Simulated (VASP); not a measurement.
Runs of VASP 6.6.1 on Te2Pb. It takes space group Fm-3m (No. 225, cubic). Conventional cell: a = 7.593 Å, b = 7.593 Å, c = 7.593 Å, α = 90.00°, β = 90.00°, γ = 90.00°. Within 4.3 Å of Pb (site symmetry m-3m) lie 8 Te at 3.29 Å. Te (site symmetry -43m) has 4 Pb at 3.29 Å and 6 Te at 3.80 Å within 4.3 Å. 

| k mesh | smearing | gap on the mesh (eV) | pressure (GPa) |
| --- | --- | --- | --- |
| 4 × 4 × 4 | fermi-dirac 0.05 eV | none | -1.8 |
| 4 × 4 × 4 | fermi-dirac 0.02 eV | none | -1.8 |
| 4 × 4 × 4 | fermi-dirac 0.2 eV | none | -1.4 |
| 2 × 2 × 2 | fermi-dirac 0.02 eV | none | (a) |
| 4 × 4 × 4 | gaussian 0.001 eV | none | -1.8 |

Alike in all rows: task single point; level PBEsol; potentials or basis VASP PAW PBE potentials, release 64 (Pb_d, Te); no spin polarisation; cell as given; cutoff (eV) 500.

Q: Estimate the missing entries.

A: (a) -2.7.

Caveats: some runs use coarse meshes; the PAW data sets were made with another functional, which shifts forces and pressure a little; spin-orbit coupling is left out, which moves the levels of the heavy elements.

A k mesh can miss the band edges, and the runs leave out spin-orbit coupling on Pb, Te.

A gap of «none» marks levels without a gap at the run's occupations.
